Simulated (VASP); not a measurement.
**SiC: single point with r2SCAN**

SiC:

```
CELL_PARAMETERS angstrom
0.00000 2.17814 2.17814
2.17814 0.00000 2.17814
2.17814 2.17814 0.00000
ATOMIC_POSITIONS crystal
Si 0.00000 0.00000 0.00000
C 0.81887 0.81887 0.63244
```

This cell differs from its parent crystal: atom 2 (C) moved by (-0.150, +0.300) A along [1 1 0] and z.

| Quantity | Value |
| --- | --- |
| Program | VASP 6.6.1 |
| Task | single point |
| Functional | r2SCAN |
| Potentials or basis | VASP PAW PBE potentials, release 64 (Si, C) |
| Cutoff | 520 eV |
| k mesh | 10 × 10 × 10 |
| Occupations | gaussian, width 0.05 eV |
| Spin | no spin polarisation |

| Quantity | Value |
| --- | --- |
| Pressure | 17.2 GPa |
| Largest force | 9.620 eV/Å |
| Band gap on the k mesh | 0.39 eV (least direct gap 4.32 eV) |

Forces in eV/Å, atoms in the order of the input:
```
Si  -5.025 -5.025  6.484
C    5.025  5.025 -6.484
```

Stress tensor (GPa, compression positive):
```
 22.55  26.68 -18.63
 26.68  22.55 -18.63
-18.63 -18.63   6.63
```

Levels at points of the mesh, in eV from the valence-band top:
| k point | band 1 | band 2 | band 3 | band 4 | band 5 | band 6 | band 7 | band 8 | band 9 |
| --- | --- | --- | --- | --- | --- | --- | --- | --- | --- |
| (0.00, 0.00, 0.00) | -17.26 | -2.89 | -0.66 | 0.00 | 5.35 | 6.64 | 6.66 | 7.98 | 13.98 |
| (0.50, 0.00, 0.00) | -13.93 | -9.28 | -3.54 | -1.24 | 4.47 | 5.46 | 7.69 | 9.89 | 15.39 |
| (0.00, 0.00, 0.50) | -13.33 | -10.76 | -2.14 | -1.32 | 4.82 | 6.52 | 7.90 | 9.48 | 15.09 |
| (0.50, 0.50, 0.50) | -13.68 | -10.00 | -2.92 | -0.98 | 4.30 | 5.32 | 8.02 | 10.19 | 15.29 |
| (0.50, 0.50, 0.00) | -12.42 | -8.84 | -5.11 | -3.80 | 0.52 | 3.88 | 13.61 | 14.06 | 14.59 |
| (0.00, 0.50, 0.50) | -12.35 | -9.20 | -4.17 | -4.02 | 0.39 | 3.35 | 13.12 | 14.57 | 15.20 |

It took 3.5 min on 1 thread of Intel Xeon 8259CL (shared host), peak memory 0.19 GiB.

Caveat: the cell differs from its parent crystal (atom 2 (C) moved by (-0.150, +0.300) A along [1 1 0] and z); the stress differs along the axes, from 7 to 23 GPa; semilocal functionals underestimate gaps, and a narrow one can read as zero; the PAW data sets were made with another functional, which shifts forces and pressure a little. A k mesh can miss the band edges.
